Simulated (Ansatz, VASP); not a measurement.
# Two plane-wave programs on GaSb4

```
Ga Sb
1.0
    -4.13378    4.13378    1.90809
     4.13378   -4.13378    1.90809
     4.13378    4.13378   -1.90809
Ga Sb
1 4
Cartesian
  0.0000 0.0000 0.0000
  1.6866 5.0026 0.0000
  2.4472 -0.8688 1.9081
  3.2650 1.6866 0.0000
  0.8688 2.4472 1.9081
```

Change from the starting cell: species swapped into the VAu4 type (I4/m, No. 87).

Alike in both runs: functional PBE; k mesh 10 × 10 × 10; occupations gaussian, width 0.1 eV; no spin polarisation.

Ansatz relaxed the structure, and its values are those at the end. VASP's run is a single point on that final structure, the one shown.

|  | VASP | Ansatz |
| --- | --- | --- |
| version | VASP 6.6.1 | Ansatz 0.2.0 |
| potentials or method | VASP PAW PBE potentials, release 64 (Ga_d, Sb), cutoff 520 eV | scalar-relativistic, plane waves, PAW |
| valence electrons in the cell | 33 | 73 |

```tsv
	VASP	Ansatz	Ansatz less VASP
gap on the k mesh at the Fermi level (eV)	none	none	-
pressure (GPa)	-0.1	0.0	+0.09
```

A gap of «none» marks a metal or a gap that the smearing closes. With one functional, cell and mesh, what is left measures potentials, basis and numerics. VASP's potentials hold 33 valence electrons a cell and Ansatz's 73, so a difference there can come from the potentials and not from the codes.

Neither program's run includes spin-orbit coupling.
